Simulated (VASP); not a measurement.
Here is a VASP 6.6.1 calculation.

INCAR

```
  PREC = Accurate
  ENCUT = 520
  EDIFF = 1E-6
  ISMEAR = 0
  SIGMA = 0.1
  LREAL = F
  LASPH = T
  NELM = 60
  ALGO = Normal
  ISIF = 2
  LWAVE = F
  LCHARG = F
  NBANDS = 22
```

Contents of KPOINTS:

```
regular mesh
0
Gamma
  9 9 9
```

File POSCAR:

```
Bi
1.0
    2.2451514826      1.2962388128      3.8388382945
   -2.2451514826      1.2962388128      3.8388382945
    0.0000000000     -2.5924776257      3.8388382945
Bi
2
Direct
    0.2371145469      0.2371145469      0.2371145469
    0.7628854531      0.7628854531      0.7628854531
```

Potentials or basis: VASP PAW LDA potentials, release 64 (Bi_d).

Run with:

```console
$ cat potpaw_LDA.64/Bi_d/POTCAR > POTCAR
$ mpirun -np 1 vasp_std > vasp.out
```

Q: Predict the band gap on the k mesh.

A: Zero (bands 15 and 16 overlap by 0.03 eV).

Q: What does it give for the pressure?

A: 0.1 GPa.

Q: What does it give for the largest force?

A: 0.008 eV/Å.

Stress tensor (GPa, compression positive):
```
0.13 0.00 0.00
0.00 0.13 0.00
0.00 0.00 0.01
```

Caveat: spin-orbit coupling is left out, which moves the levels of the heavy elements.
